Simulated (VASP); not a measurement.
# Ir (I4/mmm) in VASP: a series of runs

Ir is run at these levels: PBE; tasks: single point.

Program: VASP 6.6.1. These are calculated values, not measurements. Logs are shortened: lines on timing, memory, paths and dates and some standing lists are left out, and cuts for length are marked.

## 1. The cell of the first run

It takes space group I4/mmm (No. 139, tetragonal). The conventional cell has a = 2.647 Å, b = 2.647 Å, c = 3.839 Å, α = 90.00°, β = 90.00°, γ = 90.00°. Ir (site symmetry 4/mmm) has 12 Ir at 2.65 to 2.68 Å within 3.5 Å.

## 2. Single point, PBE (strain -0.025 along x and y, +0.000 along z)

The input, INCAR:

```
SYSTEM = Ir
ALGO = Normal
EDIFF = 1E-6
ENCUT = 520
GGA = PE
ISIF = 2
ISMEAR = 0
LASPH = .True.
LCHARG = .False.
LREAL = .False.
LWAVE = .False.
NBANDS = 10
NELM = 60
PREC = Accurate
SIGMA = 0.15
```

The input, KPOINTS:

```
k-points
0
Gamma
  22 22 22
  0 0 0
```

The input, POSCAR:

```
Ir
1.0
    0.0000000000      1.8717075000      1.9197000000
    1.8717075000      0.0000000000      1.9197000000
    1.8717075000      1.8717075000      0.0000000000
Ir
1
Direct
    0.0000000000      0.0000000000      0.0000000000
```

Potentials or basis: VASP PAW PBE potentials, release 64 (Ir).

Command:

```bash
cat potpaw_PBE.64/Ir/POTCAR > POTCAR
mpirun -np 1 vasp_std > vasp.out
```

OUTCAR:

```text
SYSTEM = Ir
   EDIFF = 1E-6
   ENCUT = 520
   GGA = PE
   ISIF = 2
   ISMEAR = 0
   LASPH = .True.
   LREAL = .False.
   NELM = 60
   PREC = Accurate

 ion  position               nearest neighbor table
   1  0.000  0.000  0.000-

  LATTYP: Found a body centered tetragonal cell.
 ALAT       =     2.6469941313
 C/A-ratio  =     1.4504754486

  Lattice vectors:

 A1 = (  -1.8717075000,   0.0000000000,   1.9197000000)
 A2 = (   1.8717075000,   0.0000000000,   1.9197000000)
 A3 = (   0.0000000000,   1.8717075000,  -1.9197000000)

Analysis of symmetry for initial positions (statically):
=====================================================================
 Subroutine PRICEL returns:
 Original cell was already a primitive cell.

 Routine SETGRP: Setting up the symmetry group for a
 body centered tetragonal supercell.

 Subroutine GETGRP returns: Found 16 space group operations
 (whereof 16 operations were pure point group operations)
 out of a pool of 16 trial point group operations.

The static configuration has the point symmetry D_4h.

Analysis of symmetry for dynamics (positions and initial velocities):
=====================================================================
 Subroutine PRICEL returns:
 Original cell was already a primitive cell.

 Routine SETGRP: Setting up the symmetry group for a
 body centered tetragonal supercell.

 Subroutine GETGRP returns: Found 16 space group operations
 (whereof 16 operations were pure point group operations)
 out of a pool of 16 trial point group operations.

The dynamic configuration has the point symmetry D_4h.

 Subroutine INISYM returns: Found 16 space group operations
 (whereof 16 operations are pure point group operations),
 and found     1 'primitive' translations

----------------------------------------------------------------------------------------

                                     Primitive cell

  volume of cell :      13.4505

  direct lattice vectors                    reciprocal lattice vectors
     0.000000000  1.871707500  1.919700000    -0.267135757  0.267135757  0.260457363
     1.871707500  0.000000000  1.919700000     0.267135757 -0.267135757  0.260457363
     1.871707500  1.871707500  0.000000000     0.267135757  0.267135757 -0.260457363

  length of vectors
     2.681144729  2.681144729  2.646994131     0.458869332  0.458869332  0.458869332

  position of ions in fractional coordinates (direct lattice)
     0.000000000  0.000000000  0.000000000

  ion indices of the primitive-cell ions
   primitive index   ion index
                 1           1

----------------------------------------------------------------------------------------

 KPOINTS: k-points

Automatic generation of k-mesh.
 Grid dimensions read from file:
 generate k-points for:   22   22   22

 Generating k-lattice:

  Cartesian coordinates                     Fractional coordinates (reciprocal lattice)
    -0.012142534  0.012142534  0.011838971     0.045454545  0.000000000  0.000000000
     0.012142534 -0.012142534  0.011838971     0.000000000  0.045454545  0.000000000
     0.012142534  0.012142534 -0.011838971    -0.000000000 -0.000000000  0.045454545

  Length of vectors
     0.020857697  0.020857697  0.020857697

  Shift w.r.t. Gamma in fractional coordinates (k-lattice)
     0.000000000  0.000000000  0.000000000

 Subroutine IBZKPT returns following result:
 ===========================================

 Found    834 irreducible k-points:

 Following reciprocal coordinates:
            Coordinates               Weight
  0.000000  0.000000  0.000000      1.000000
  0.045455  0.000000  0.000000      8.000000
  0.090909  0.000000  0.000000      8.000000
  0.136364 -0.000000  0.000000      8.000000
  0.181818 -0.000000  0.000000      8.000000
  0.227273 -0.000000  0.000000      8.000000
[... 16 lines left out ...]
  0.500000  0.045455  0.000000      8.000000
 -0.454545  0.045455  0.000000      8.000000
 [... further k-points ...]
   k-points           NKPTS =    834   k-points in BZ     NKDIM =    834   number of bands    NBANDS=     10
   number of dos      NEDOS =    301   number of ions     NIONS =      1
   total plane-waves  NPLWV =   8000
   dimension x,y,z NGX =    20 NGY =   20 NGZ =   20
   dimension x,y,z NGXF=    40 NGYF=   40 NGZF=   40
   ions per type =               1
   NGX,Y,Z   is equivalent  to a cutoff of  12.40, 12.40, 12.56 a.u.
   NGXF,Y,Z  is equivalent  to a cutoff of  24.80, 24.80, 25.12 a.u.
 SYSTEM =  Ir
   PREC   = accura    normal or accurate (medium, high low for compatibility)
   ISTART =      0    job   : 0-new  1-cont  2-samecut
   ICHARG =      2    charge: 1-file 2-atom 10-const
   ISPIN  =      1    spin polarized calculation?
   LNONCOLLINEAR =      F non collinear calculations
   LSORBIT =      F    spin-orbit coupling
   LASPH  =      T    aspherical Exc in radial PAW
   ENCUT  =  520.0 eV  38.22 Ry    6.18 a.u.   4.99  4.99  4.92*2*pi/ulx,y,z
   NELM   =     60;   NELMIN=  2; NELMDL= -5     # of ELM steps
   EDIFF  = 0.1E-05   stopping-criterion for ELM
   LREAL  =      F    real-space projection
   EDIFFG = 0.1E-04   stopping-criterion for IOM
   NSW    =      0    number of steps for IOM
   IBRION =     -1    ionic relax: 0-MD 1-quasi-New 2-CG
   NFREE  =      0    steps in history (QN), initial steepest desc. (CG)
   ISIF   =      2    stress and relaxation
   ISYM   =      2    0-nonsym 1-usesym 2-fastsym
   POTIM  = 0.5000    time-step for ionic-motion
   TEBEG  =    0.0;   TEEND  =   0.0 temperature during run
   PSTRESS=    0.0 pullay stress
   NELECT =       9.0000    total number of electrons
   NUPDOWN=      -1.0000    fix difference up-down
   EMIN   =  10.00;   EMAX   =-10.00  energy-range for DOS
   EFERMI =   0.00;   METHOD = LEGACY
   ISMEAR =     0;   SIGMA  =   0.15  broadening in eV -4-tet -1-fermi 0-gaus
   EFERMI_NEDOS =   21; number of points for ismear=-14 and -15
   IALGO  =     38    algorithm
   IMIX   =      4    mixing-type and parameters
     AMIX     =   0.40;   BMIX     =  1.00
     AMIX_MAG =   1.60;   BMIX_MAG =  1.00
  volume/ion in A,a.u.               =      13.45        90.77
  Fermi-wavevector in a.u.,A,eV,Ry     =   1.431889  2.705877 27.896092  2.050305
  Thomas-Fermi vector in A             =   2.551576
   LORBIT       =      0    0 simple, 1 ext, 2 COOP (PROOUT), +10 PAW based schemes
   GGA     = PE    functional components
   LHFCALC =     F    Hartree Fock is set to
   AEXX    =    0.0000 exact exchange contribution
   IVDW    =     0    specifies the selected vdW correction
   LEPSILON=     F    determine dielectric tensor
   LRPA    =     F    only Hartree local field effects (RPA)
 non-spin polarized calculation
 Gauss-broadening in eV      SIGMA  =   0.15
  energy-cutoff  :      520.00
  volume of cell :       13.45
 maximum number of plane-waves:       375
   NGX =  9   NGY =  9   NGZ =  9

 number of electron       9.0000001 magnetization

 Free energy of the ion-electron system (eV)
  ---------------------------------------------------
  ext. energy  EPLUGINS =         0.00000000
  ---------------------------------------------------
  free energy    TOTEN  =        -8.74326332 eV

  energy without entropy =       -8.73194576  energy(sigma->0) =       -8.73760454

 E-fermi :  11.2809     XC(G=0): -14.2905

 val. band max:       11.2790116077   @ k =   0.3636   0.1818   0.0000
 cond. band min:      11.2824710511   @ k =   0.4545  -0.0000   0.4091
 fundamental gap:      0.0034594434
 Fermi energy:        11.2809085775

 k-point     1 :       0.0000    0.0000    0.0000
  band No.  band energies     occupation
      1      -0.3663      2.00000
      2       6.8762      2.00000
      3       7.2355      2.00000
      4       7.2355      2.00000
      5       9.7783      2.00000
      6      10.2614      2.00000
      7      25.5295      0.00000
      8      30.8410      0.00000
      9      31.7045      0.00000
     10      31.7045      0.00000

 k-point     2 :       0.0455    0.0000    0.0000
  band No.  band energies     occupation
      1      -0.2687      2.00000
      2       6.8856      2.00000
      3       7.2146      2.00000
      4       7.2791      2.00000
      5       9.7529      2.00000
      6      10.2270      2.00000
      7      25.7035      0.00000
      8      30.6733      0.00000
      9      31.4903      0.00000
     10      31.8706      0.00000

 k-point     3 :       0.0909    0.0000    0.0000
  band No.  band energies     occupation
      1       0.0171      2.00000
      2       6.8424      2.00000
      3       7.2274      2.00000
      4       7.4004      2.00000
      5       9.6939      2.00000
      6      10.1388      2.00000
      7      26.1969      0.00000
      8      29.7064      0.00000
      9      31.7854      0.00000
     10      32.3586      0.00000

 k-point     4 :       0.1364   -0.0000    0.0000
  band No.  band energies     occupation
      1       0.4681      2.00000
      2       6.6929      2.00000
      3       7.3345      2.00000
      4       7.5669      2.00000
      5       9.6528      2.00000
      6      10.0426      2.00000
      7      26.9025      0.00000
      8      28.4869      0.00000
      9      32.5181      0.00000
     10      33.1376      0.00000

 k-point     5 :       0.1818   -0.0000    0.0000
  band No.  band energies     occupation
      1       1.0381      2.00000
      2       6.5402      2.00000
      3       7.4367      2.00000
      4       7.7173      2.00000
      5       9.7131      2.00000
      6      10.0159      2.00000
      7      27.0115      0.00000
      8      27.9294      0.00000
      9      33.5173      0.00000
     10      34.1572      0.00000

 k-point     6 :       0.2273   -0.0000    0.0000
  band No.  band energies     occupation
      1       1.6456      2.00000
      2       6.5077      2.00000
      3       7.4464      2.00000
      4       7.7765      2.00000
      5       9.9500      2.00000
      6      10.1447      2.00000
      7      25.8812      0.00000
      8      28.3742      0.00000
      9      34.6941      0.00000
     10      35.3261      0.00000
[... 183 lines left out ...]
 k-point    21 :       0.4091    0.0455    0.0000
  band No.  band energies     occupation
      1       2.7533      2.00000
      2       6.8620      2.00000
      3       7.4295      2.00000
      4       8.6176      2.00000
      5      11.8038      0.00000
      6      11.8818      0.00000
      7      21.1400      0.00000
      8      25.9547      0.00000
      9      32.4634      0.00000
     10      32.9653      0.00000

 k-point    22 :       0.4545    0.0455    0.0000
  band No.  band energies     occupation
      1       2.7502      2.00000
      2       6.7656      2.00000
      3       7.3165      2.00000
      4       9.4934      2.00000
      5      12.1414      0.00000
      6      12.3850      0.00000
      7      19.8651      0.00000
      8      25.4532      0.00000
      9      31.8493      0.00000
     10      31.9232      0.00000

 k-point    23 :       0.5000    0.0455    0.0000
  band No.  band energies     occupation
      1       2.7393      2.00000
      2       6.7296      2.00000
      3       7.2539      2.00000
      4       9.9956      2.00000
      5      12.2108      0.00000
      6      12.7845      0.00000
      7      19.1275      0.00000
      8      25.2324      0.00000
      9      31.2816      0.00000
     10      31.6740      0.00000

 k-point    24 :      -0.4545    0.0455    0.0000
  band No.  band energies     occupation
      1       2.7428      2.00000
      2       6.7559      2.00000
      3       7.2507      2.00000
      4       9.8942      2.00000
      5      12.0669      0.00000
      6      12.8479      0.00000
      7      19.2693      0.00000
      8      25.2780      0.00000
      9      31.1244      0.00000
     10      31.9774      0.00000

 [... further k-points ...]

------------------------ aborting loop because EDIFF is reached ----------------------------------------

  FORCE on cell =-STRESS in cart. coord.  units (eV):
  Direction    XX          YY          ZZ          XY          YZ          ZX
  --------------------------------------------------------------------------------------
  -------------------------------------------------------------------------------------
  Total        3.0621213      3.0621213      2.1307919      0.0000000      0.0000000      0.0000000
  in kB      364.7486115    364.7486115    253.8120874      0.0000000      0.0000000      0.0000000
  external PRESSURE =     327.7697701 kB  Pullay stress =       0.0000000 kB

 VOLUME and BASIS-vectors are now :
 -----------------------------------------------------------------------------
  energy-cutoff  :      520.00
  volume of cell :       13.45
      direct lattice vectors                 reciprocal lattice vectors
     0.000000000  1.871707500  1.919700000    -0.267135757  0.267135757  0.260457363
     1.871707500  0.000000000  1.919700000     0.267135757 -0.267135757  0.260457363
     1.871707500  1.871707500  0.000000000     0.267135757  0.267135757 -0.260457363

 POSITION                                       TOTAL-FORCE (eV/Angst)
 -----------------------------------------------------------------------------------
      0.00000      0.00000      0.00000         0.000000      0.000000      0.000000
 -----------------------------------------------------------------------------------
    total drift:                                0.000000      0.000000      0.000000

  FREE ENERGIE OF THE ION-ELECTRON SYSTEM (eV)
  ---------------------------------------------------
  free  energy   TOTEN  =        -8.7432633223 eV

  energy  without entropy=       -8.7319457559  energy(sigma->0) =       -8.73760454
```

Wall time 2.1 min (1 thread of Intel Xeon 8259CL, shared host); peak memory 0.23 GiB.

Results:

```
Free energy            : -8.7433 eV
Pressure               : 32.8 GPa
Band gap on the k mesh : zero (an odd number of electrons rules out a gap without spin polarisation)
```

Caveat: the cell differs from its parent crystal (strain -0.025 along x and y, +0.000 along z); the cell stands under pressure; spin-orbit coupling is left out, which moves the levels of the heavy elements.

[end of part 1 of 2]
